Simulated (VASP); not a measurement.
# AlN (P4_2/mnm) in VASP: further runs, part 3 of 3

VASP 6.6.1. The steps go on from the part before.

## 7. Relaxation of shape and atoms at fixed volume, PBE (11.41 Å³/atom)

This run uses another cell than the first one, of 11.41 Å³/atom.

The input, INCAR:

```
PREC     = Accurate       # precision mode
ENCUT    = 600            # plane-wave cutoff, eV
EDIFF    = 1E-7           # SCF threshold, eV
ISMEAR   = 0              # smearing method
SIGMA    = 0.02           # smearing width, eV
LREAL    = F              # projectors in reciprocal space
LASPH    = T              # aspherical terms in the spheres
NELM     = 60             # most SCF steps
ALGO     = Normal         # electronic algorithm
ISIF     = 4              # what is computed and relaxed
LWAVE    = F              # write WAVECAR
LCHARG   = F              # write CHGCAR
GGA      = PE             # functional
IBRION   = 2              # ionic algorithm
NSW      = 50             # ionic steps
EDIFFG   = -0.01          # ionic threshold
```

The input, KPOINTS:

```
Automatic mesh
0
Gamma
  4 4 8
```

The input, POSCAR:

```
AlN
1.0
    5.3818807347      0.0000000000      0.0000000000
    0.0000000000      5.3818807347      0.0000000000
    0.0000000000      0.0000000000      3.1527481865
Al N
4 4
Direct
    0.6769860000      0.6769860000      0.0000000000
    0.1769860000      0.8230140000      0.5000000000
    0.8230140000      0.1769860000      0.5000000000
    0.3230140000      0.3230140000      0.0000000000
    0.8154210000      0.8154210000      0.5000000000
    0.1845790000      0.1845790000      0.5000000000
    0.6845790000      0.3154210000      0.0000000000
    0.3154210000      0.6845790000      0.0000000000
```

Run with:

```console
$ cat potpaw_PBE.64/Al/POTCAR potpaw_PBE.64/N/POTCAR > POTCAR
$ mpirun -np 1 vasp_std > vasp.out
```

Wall time 9.6 min (1 thread of Intel Xeon 8259CL, shared host); peak memory 0.23 GiB.

It converged, with:

- Free energy: -59.2737 eV
- Energy gained by relaxing: 0.1 meV/atom
- Ionic steps: 5
- Pressure after relaxing: -5.4 GPa
- Largest force after relaxing: 0.006 eV/Å
- Band gap on the k mesh: 3.55 eV

Forces in eV/Å, atoms in the order of the input:
```
Al   0.004  0.004  0.000
Al   0.004 -0.004  0.000
Al  -0.004  0.004  0.000
Al  -0.004 -0.004  0.000
N    0.001  0.001  0.000
N   -0.001 -0.001  0.000
N   -0.001  0.001  0.000
N    0.001 -0.001  0.000
```

The path:
| step | energy change (eV) | largest force (eV/Å) | pressure (GPa) | volume (Å³) |
| --- | --- | --- | --- | --- |
| 1 | 0.0000 | 0.0370 | -5.50 | 91.32 |
| 2 | -0.0009 | 0.0239 | -5.43 | 91.32 |
| 3 | -0.0011 | 0.0150 | -5.38 | 91.32 |
| 4 | -0.0011 | 0.0139 | -5.38 | 91.32 |
| 5 | -0.0011 | 0.0059 | -5.38 | 91.32 |

Final structure:
```
CELL_PARAMETERS angstrom
5.39018 0.00000 0.00000
0.00000 5.39018 0.00000
0.00000 0.00000 3.14304
ATOMIC_POSITIONS crystal
Al 0.67669 0.67669 0.00000
Al 0.17669 0.82331 0.50000
Al 0.82331 0.17669 0.50000
Al 0.32331 0.32331 0.00000
N 0.81588 0.81588 0.50000
N 0.18412 0.18412 0.50000
N 0.68412 0.31588 0.00000
N 0.31588 0.68412 0.00000
```

Levels at points of the mesh, in eV from the valence-band top:
```tsv
k point	band 13	band 14	band 15	band 16	band 17	band 18	band 19	band 20
(0.00, 0.00, 0.00)	-0.42	-0.09	-0.09	0.00	3.55	5.96	6.48	6.75
(0.50, 0.00, 0.00)	-0.62	-0.62	-0.54	-0.54	5.60	5.60	6.34	6.34
(0.50, 0.50, 0.00)	-1.00	-1.00	-0.85	-0.85	5.88	5.88	6.20	6.20
(0.00, 0.00, 0.50)	-1.58	-1.58	-1.46	-1.46	5.95	5.95	7.65	7.65
(0.50, 0.00, 0.50)	-1.31	-1.31	-0.67	-0.67	6.14	6.14	6.53	6.53
(0.50, 0.50, 0.50)	-1.11	-1.11	-0.92	-0.92	5.14	5.14	5.51	5.51
```

## 8. Summary

| task | cell | gap on the mesh (eV) | pressure (GPa) | largest force (eV/Å) |
| --- | --- | --- | --- | --- |
| relaxation of shape and atoms at fixed volume | relaxed from a = 5.074, b = 5.074, c = 3.031 Å, 8 atoms, atomic positions A | 4.54 | 28.6 | 0.01 |
| relaxation of shape and atoms at fixed volume | relaxed from a = 5.144, b = 5.144, c = 3.049 Å, 8 atoms, atomic positions B | 4.35 | 19.9 | - |
| relaxation of shape and atoms at fixed volume | relaxed from a = 5.211, b = 5.211, c = 3.069 Å, 8 atoms, atomic positions C | 4.15 | 12.2 | - |
| relaxation of shape and atoms at fixed volume | relaxed from a = 5.275, b = 5.275, c = 3.090 Å, 8 atoms, atomic positions D | 3.95 | 5.5 | 0.01 |
| relaxation of cell and atoms | relaxed from a = 5.329, b = 5.329, c = 3.122 Å, 8 atoms, atomic positions D | 3.76 | 0.0 | - |
| relaxation of shape and atoms at fixed volume | relaxed from a = 5.382, b = 5.382, c = 3.153 Å, 8 atoms, atomic positions D | 3.55 | -5.4 | 0.01 |

Alike in all rows: level PBE; potentials or basis VASP PAW PBE potentials, release 64 (Al, N); no spin polarisation; k mesh 4 × 4 × 8; cutoff (eV) 600; smearing gaussian 0.02 eV.

Total energies depend on the potentials used, so only differences within one code and one set of settings carry meaning.
